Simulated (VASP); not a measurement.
# InP: single point with r2SCAN

The system is InP.

```xyz
2
Lattice="0.0000 2.8909 2.8909 2.8909 0.0000 2.8909 2.8909 2.8909 0.0000" Properties=species:S:1:pos:R:3 pbc="T T T"
In    0.0000    0.0000    0.0000
P     4.3363    4.3363    4.3363
```

```yaml
Program: VASP 6.6.1
Task: single point
Functional: r2SCAN
Potentials_or_basis: VASP PAW PBE potentials, release 64 (In_d, P)
Cutoff: 520 eV
k_mesh: 8 × 8 × 8
Occupations: fermi-dirac, width 0.05 eV
Spin: no spin polarisation
```

```yaml
Pressure: 4.9 GPa
Band_gap_on_the_k_mesh: 1.41 eV
```

Levels at points of the mesh, in eV from the valence-band top:
| k point | band 5 | band 6 | band 7 | band 8 | band 9 | band 10 | band 11 | band 12 | band 13 | band 14 |
| --- | --- | --- | --- | --- | --- | --- | --- | --- | --- | --- |
| (0.00, 0.00, 0.00) | -14.54 | -12.30 | 0.00 | 0.00 | 0.00 | 1.41 | 4.44 | 4.44 | 4.44 | 9.35 |
| (0.50, 0.00, 0.00) | -14.52 | -10.34 | -6.12 | -1.07 | -1.07 | 1.97 | 5.16 | 5.16 | 7.64 | 10.32 |
| (0.50, 0.50, 0.00) | -14.50 | -9.62 | -6.07 | -2.56 | -2.56 | 1.94 | 2.54 | 10.18 | 10.60 | 10.60 |

Wall time 2.4 min on 1 thread of Intel Xeon 8259CL (shared host), peak memory 0.18 GiB.

Caveat: the cell stands under pressure; the PAW data sets were made with another functional, which shifts forces and pressure a little; spin-orbit coupling is left out, which moves the levels of the heavy elements. r2SCAN opens gaps a little over a GGA but as a rule still falls short of measured ones.
